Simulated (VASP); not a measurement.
# Ru3Cl2 (R32) in VASP: single point with r2SCAN

Aim: the single point of Ru3Cl2 with r2SCAN.

All numbers are computed with VASP 6.6.1; they aren't measurements. Logs are shortened: lines on timing, memory, paths and dates and some standing lists are left out, and cuts for length are marked.

### Step 1. The cell of the first run

It takes space group R32 (No. 155, trigonal). Conventional cell: a = 6.338 Å, b = 6.338 Å, c = 7.621 Å, α = 90.00°, β = 90.00°, γ = 120.00°. Ru (site symmetry 2) has 4 Cl at 2.48 to 2.54 Å and 4 Ru at 2.70 to 2.74 Å within 3.3 Å. Cl (site symmetry 3) has 6 Ru at 2.48 to 2.54 Å within 3.3 Å.

### Step 2. Single point, r2SCAN

File POSCAR:

```
Ru3Cl2
1.0
    3.1691601800      1.8297127700      2.5403005200
   -3.1691601800      1.8297127700      2.5403005200
    0.0000000000     -3.6594255300      2.5403005200
Ru Cl
3 2
Direct
    0.2500000000      0.7500000000      0.0000000000
    0.0000000000      0.2500000000      0.7500000000
    0.7500000000      0.0000000000      0.2500000000
    0.2600000000      0.2600000000      0.2600000000
    0.7400000000      0.7400000000      0.7400000000
```

File INCAR.step1:

```
SYSTEM = Ru3Cl2
  ALGO = Normal
  EDIFF = 1E-4
  ENCUT = 520
  GGA = PE
  ISMEAR = -1
  LASPH = .TRUE.
  LCHARG = .FALSE.
  LREAL = .FALSE.
  LWAVE = .TRUE.
  NBANDS = 36
  NELM = 100
  PREC = Accurate
  SIGMA = 0.0341
```

File INCAR.step2:

```
SYSTEM = Ru3Cl2
  ALGO = Normal
  EDIFF = 1E-6
  ENCUT = 520
  ISIF = 2
  ISMEAR = -1
  ISTART = 1
  LASPH = .TRUE.
  LCHARG = .FALSE.
  LMIXTAU = .TRUE.
  LREAL = .FALSE.
  LWAVE = .FALSE.
  METAGGA = R2SCAN
  NBANDS = 36
  NELM = 100
  PREC = Accurate
  SIGMA = 0.0341
```

File KPOINTS:

```
k-points
0
G
  8 8 8
  0 0 0
```

Potentials or basis: VASP PAW PBE potentials, release 64 (Ru_pv, Cl).

Launch:

```console
$ cat potpaw_PBE.64/Ru_pv/POTCAR potpaw_PBE.64/Cl/POTCAR > POTCAR
$ cp INCAR.step1 INCAR
$ mpirun -np 1 vasp_std > vasp.out
$ cp INCAR.step2 INCAR
$ mpirun -np 1 vasp_std > vasp.out
```

OUTCAR:

```text
SYSTEM = Ru3Cl2
   EDIFF = 1E-6
   ENCUT = 520
   ISIF = 2
   ISMEAR = -1
   ISTART = 1
   LASPH = .TRUE.
   LREAL = .FALSE.
   METAGGA = R2SCAN
   NELM = 100
   PREC = Accurate

 ion  position               nearest neighbor table
   1  0.250  0.750  0.000-   4 2.48   5 2.48   4 2.54   5 2.54   2 2.70   3 2.70   3 2.74   2 2.74

   2  0.000  0.250  0.750-   4 2.48   5 2.48   4 2.54   5 2.54   3 2.70   1 2.70   3 2.74   1 2.74

   3  0.750  0.000  0.250-   5 2.48   4 2.48   5 2.54   4 2.54   2 2.70   1 2.70   2 2.74   1 2.74

   4  0.260  0.260  0.260-   2 2.48   1 2.48   3 2.48   2 2.54   3 2.54   1 2.54
   5  0.740  0.740  0.740-   3 2.48   1 2.48   2 2.48   3 2.54   2 2.54   1 2.54

  LATTYP: Found a trigonal (rhomboedric) cell.
 ALAT       =     4.4547190643
 COS(alpha) =    -0.0122235602

  Lattice vectors:

 A1 = (   3.1691601800,   1.8297127700,   2.5403005200)
 A2 = (  -3.1691601800,   1.8297127700,   2.5403005200)
 A3 = (   0.0000000000,  -3.6594255300,   2.5403005200)

Analysis of symmetry for initial positions (statically):
=====================================================================
 Subroutine PRICEL returns:
 Original cell was already a primitive cell.

 Routine SETGRP: Setting up the symmetry group for a
 trigonal (rhombohedral) supercell.

 Subroutine GETGRP returns: Found  6 space group operations
 (whereof  6 operations were pure point group operations)
 out of a pool of 12 trial point group operations.

The static configuration has the point symmetry D_3 .

Analysis of symmetry for dynamics (positions and initial velocities):
=====================================================================
 Subroutine PRICEL returns:
 Original cell was already a primitive cell.

 Routine SETGRP: Setting up the symmetry group for a
 trigonal (rhombohedral) supercell.

 Subroutine GETGRP returns: Found  6 space group operations
 (whereof  6 operations were pure point group operations)
 out of a pool of 12 trial point group operations.

The dynamic configuration has the point symmetry D_3 .

 Subroutine INISYM returns: Found  6 space group operations
 (whereof  6 operations are pure point group operations),
 and found     1 'primitive' translations

----------------------------------------------------------------------------------------

                                     Primitive cell

  volume of cell :      88.3819

  direct lattice vectors                    reciprocal lattice vectors
     3.169160180  1.829712770  2.540300520     0.157770504  0.091088978  0.131218071
    -3.169160180  1.829712770  2.540300520    -0.157770504  0.091088978  0.131218071
     0.000000000 -3.659425530  2.540300520     0.000000000 -0.182177957  0.131218071

  length of vectors
     4.454722415  4.454722415  4.454719064     0.224514846  0.224514846  0.224515011

  position of ions in fractional coordinates (direct lattice)
     0.250000000  0.750000000  0.000000000
     0.000000000  0.250000000  0.750000000
     0.750000000  0.000000000  0.250000000
     0.260000000  0.260000000  0.260000000
     0.740000000  0.740000000  0.740000000

  ion indices of the primitive-cell ions
   primitive index   ion index
                 1           1
                 2           2
                 3           3
                 4           4
                 5           5

----------------------------------------------------------------------------------------

 KPOINTS: k-points

Automatic generation of k-mesh.
 Grid dimensions read from file:
 generate k-points for:    8    8    8

 Generating k-lattice:

  Cartesian coordinates                     Fractional coordinates (reciprocal lattice)
     0.019721313  0.011386122  0.016402259     0.125000000  0.000000000  0.000000000
    -0.019721313  0.011386122  0.016402259     0.000000000  0.125000000  0.000000000
     0.000000000 -0.022772245  0.016402259     0.000000000  0.000000000  0.125000000

  Length of vectors
     0.028064356  0.028064356  0.028064376

  Shift w.r.t. Gamma in fractional coordinates (k-lattice)
     0.000000000  0.000000000  0.000000000

 Subroutine IBZKPT returns following result:
 ===========================================

 Found     65 irreducible k-points:

 Following reciprocal coordinates:
            Coordinates               Weight
  0.000000  0.000000  0.000000      1.000000
  0.125000 -0.000000  0.000000      6.000000
  0.250000 -0.000000  0.000000      6.000000
  0.375000  0.000000  0.000000      6.000000
  0.500000 -0.000000  0.000000      3.000000
  0.125000  0.125000  0.000000      6.000000
[... 16 lines left out ...]
  0.250000  0.125000  0.125000      6.000000
  0.375000  0.125000  0.125000      6.000000
 [... further k-points ...]
   k-points           NKPTS =     65   k-points in BZ     NKDIM =     65   number of bands    NBANDS=     36
   number of dos      NEDOS =    301   number of ions     NIONS =      5
   total plane-waves  NPLWV =  46656
   dimension x,y,z NGX =    36 NGY =   36 NGZ =   36
   dimension x,y,z NGXF=    72 NGYF=   72 NGZF=   72
   ions per type =               3   2
   NGX,Y,Z   is equivalent  to a cutoff of  13.43, 13.43, 13.43 a.u.
   NGXF,Y,Z  is equivalent  to a cutoff of  26.87, 26.87, 26.87 a.u.
 SYSTEM =  Ru3Cl2
   PREC   = accura    normal or accurate (medium, high low for compatibility)
   ISTART =      1    job   : 0-new  1-cont  2-samecut
   ICHARG =      0    charge: 1-file 2-atom 10-const
   ISPIN  =      1    spin polarized calculation?
   LNONCOLLINEAR =      F non collinear calculations
   LSORBIT =      F    spin-orbit coupling
   LASPH  =      T    aspherical Exc in radial PAW
   ENCUT  =  520.0 eV  38.22 Ry    6.18 a.u.   8.28  8.28  8.28*2*pi/ulx,y,z
   NELM   =    100;   NELMIN=  2; NELMDL=  0     # of ELM steps
   EDIFF  = 0.1E-05   stopping-criterion for ELM
   LREAL  =      F    real-space projection
   EDIFFG = 0.1E-04   stopping-criterion for IOM
   NSW    =      0    number of steps for IOM
   IBRION =     -1    ionic relax: 0-MD 1-quasi-New 2-CG
   NFREE  =      0    steps in history (QN), initial steepest desc. (CG)
   ISIF   =      2    stress and relaxation
   ISYM   =      2    0-nonsym 1-usesym 2-fastsym
   POTIM  = 0.5000    time-step for ionic-motion
   TEBEG  =    0.0;   TEEND  =   0.0 temperature during run
   PSTRESS=    0.0 pullay stress
   NELECT =      56.0000    total number of electrons
   NUPDOWN=      -1.0000    fix difference up-down
   EMIN   =  10.00;   EMAX   =-10.00  energy-range for DOS
   EFERMI =   0.00;   METHOD = LEGACY
   ISMEAR =    -1;   SIGMA  =   0.03  broadening in eV -4-tet -1-fermi 0-gaus
   EFERMI_NEDOS =   21; number of points for ismear=-14 and -15
   IALGO  =     38    algorithm
   IMIX   =      4    mixing-type and parameters
     AMIX     =   0.40;   BMIX     =  1.00
     AMIX_MAG =   1.60;   BMIX_MAG =  1.00
  volume/ion in A,a.u.               =      17.68       119.29
  Fermi-wavevector in a.u.,A,eV,Ry     =   1.406100  2.657145 26.900331  1.977119
  Thomas-Fermi vector in A             =   2.528495
   LORBIT       =      0    0 simple, 1 ext, 2 COOP (PROOUT), +10 PAW based schemes
   METAGGA = R2SCAN    functional components
   LHFCALC =     F    Hartree Fock is set to
   AEXX    =    0.0000 exact exchange contribution
   IVDW    =     0    specifies the selected vdW correction
   LEPSILON=     F    determine dielectric tensor
   LRPA    =     F    only Hartree local field effects (RPA)
 non-spin polarized calculation
  energy-cutoff  :      520.00
  volume of cell :       88.38
 maximum number of plane-waves:      2403
 NGX is ok and might be reduce to    36
   NGX = 17   NGY = 17   NGZ = 17

 number of electron      55.9999979 magnetization

 Free energy of the ion-electron system (eV)
  ---------------------------------------------------
  ext. energy  EPLUGINS =         0.00000000
  ---------------------------------------------------
  free energy    TOTEN  =       -83.96008597 eV

  energy without entropy =      -83.93396480  energy(sigma->0) =      -83.94702539

 E-fermi :   7.9508     XC(G=0): -12.1213

 val. band max:        7.9500400222   @ k =  -0.2500  -0.2500   0.1250
 cond. band min:       7.9519633764   @ k =   0.3750   0.3750   0.1250
 fundamental gap:      0.0019233542
 Fermi energy:         7.9507648715

 k-point     1 :       0.0000    0.0000    0.0000
  band No.  band energies     occupation
      1     -36.0503      2.00000
      2     -36.0503      2.00000
      3     -35.9810      2.00000
      4     -35.6633      2.00000
      5     -35.6633      2.00000
      6     -35.6580      2.00000
[... 28 lines left out ...]
     35      11.8648      0.00000
     36      16.1412      0.00000

 k-point     2 :       0.1250   -0.0000    0.0000
  band No.  band energies     occupation
      1     -36.0951      2.00000
      2     -36.0029      2.00000
      3     -35.9763      2.00000
      4     -35.6814      2.00000
      5     -35.6611      2.00000
      6     -35.6545      2.00000
[... 28 lines left out ...]
     35      12.2252      0.00000
     36      15.9571      0.00000

 k-point     3 :       0.2500   -0.0000    0.0000
  band No.  band energies     occupation
      1     -36.1292      2.00000
      2     -35.9915      2.00000
      3     -35.9325      2.00000
      4     -35.7129      2.00000
      5     -35.6627      2.00000
      6     -35.6546      2.00000
[... 28 lines left out ...]
     35      12.7057      0.00000
     36      15.5058      0.00000

 k-point     4 :       0.3750    0.0000    0.0000
  band No.  band energies     occupation
      1     -36.1504      2.00000
      2     -35.9932      2.00000
      3     -35.8765      2.00000
      4     -35.7536      2.00000
      5     -35.6632      2.00000
      6     -35.6576      2.00000
[... 28 lines left out ...]
     35      13.0656      0.00000
     36      14.5706      0.00000

 k-point     5 :       0.5000   -0.0000    0.0000
  band No.  band energies     occupation
      1     -36.1575      2.00000
      2     -35.9942      2.00000
      3     -35.8399      2.00000
      4     -35.7848      2.00000
      5     -35.6622      2.00000
      6     -35.6602      2.00000
[... 655 lines left out ...]
 k-point    22 :       0.1250    0.1250    0.1250
  band No.  band energies     occupation
      1     -36.1483      2.00000
      2     -35.9932      2.00000
      3     -35.8876      2.00000
      4     -35.7242      2.00000
      5     -35.6940      2.00000
      6     -35.6338      2.00000
[... 28 lines left out ...]
     35      12.6874      0.00000
     36      15.4709      0.00000

 k-point    23 :       0.2500    0.1250    0.1250
  band No.  band energies     occupation
      1     -36.1543      2.00000
      2     -36.0018      2.00000
      3     -35.8374      2.00000
      4     -35.7717      2.00000
      5     -35.7000      2.00000
      6     -35.6277      2.00000
[... 28 lines left out ...]
     35      12.9912      0.00000
     36      14.8965      0.00000

 k-point    24 :       0.3750    0.1250    0.1250
  band No.  band energies     occupation
      1     -36.1463      2.00000
      2     -36.0102      2.00000
      3     -35.8375      2.00000
      4     -35.7838      2.00000
      5     -35.7005      2.00000
      6     -35.6262      2.00000
[... 28 lines left out ...]
     35      13.3921      0.00000
     36      14.2523      0.00000

 [... further k-points ...]

------------------------ aborting loop because EDIFF is reached ----------------------------------------

  FORCE on cell =-STRESS in cart. coord.  units (eV):
  Direction    XX          YY          ZZ          XY          YZ          ZX
  --------------------------------------------------------------------------------------
  -------------------------------------------------------------------------------------
  Total       -4.0113771     -4.0113652     -5.8135555      0.0000000     -0.0000000     -0.0000000
  in kB      -72.7177815    -72.7175656   -105.3874621      0.0000000     -0.0000001     -0.0000000
  external PRESSURE =     -83.6076030 kB  Pullay stress =       0.0000000 kB

 VOLUME and BASIS-vectors are now :
 -----------------------------------------------------------------------------
  energy-cutoff  :      520.00
  volume of cell :       88.38
      direct lattice vectors                 reciprocal lattice vectors
     3.169160180  1.829712770  2.540300520     0.157770504  0.091088978  0.131218071
    -3.169160180  1.829712770  2.540300520    -0.157770504  0.091088978  0.131218071
     0.000000000 -3.659425530  2.540300520     0.000000000 -0.182177957  0.131218071

 POSITION                                       TOTAL-FORCE (eV/Angst)
 -----------------------------------------------------------------------------------
     -1.58458      1.82971      2.54030        -0.923390      0.000000      0.000000
     -0.79229     -2.28714      2.54030         0.461695     -0.799678      0.000000
      2.37687      0.45743      2.54030         0.461695      0.799678      0.000000
      0.00000      0.00000      1.98143        -0.000000      0.000000      0.685681
      0.00000      0.00000      5.63947        -0.000000     -0.000000     -0.685681
 -----------------------------------------------------------------------------------
    total drift:                               -0.000150     -0.000000      0.000000

  FREE ENERGIE OF THE ION-ELECTRON SYSTEM (eV)
  ---------------------------------------------------
  free  energy   TOTEN  =       -83.9600859712 eV

  energy  without entropy=      -83.9339648015  energy(sigma->0) =      -83.94702539
```

Run time: 24 min. Hardware: 1 thread of AMD EPYC 7R13, shared host; peak memory 0.29 GiB.

What came out:

| Item | Value |
| --- | --- |
| Free energy | -83.9601 eV |
| Pressure | -8.4 GPa |
| Largest force | 0.923 eV/Å |
| Band gap on the k mesh | zero (bands 28 and 29 overlap by 0.34 eV) |

Forces on the atoms (eV/Å):
```
Ru  -0.923  0.000  0.000
Ru   0.462 -0.800  0.000
Ru   0.462  0.800  0.000
Cl   0.000  0.000  0.686
Cl   0.000  0.000 -0.686
```

Stress tensor (GPa, compression positive):
```
 -7.27   0.00   0.00
  0.00  -7.27   0.00
  0.00   0.00 -10.54
```

Caveat: the cell stands under tension; the PAW data sets were made with another functional, which shifts forces and pressure a little.
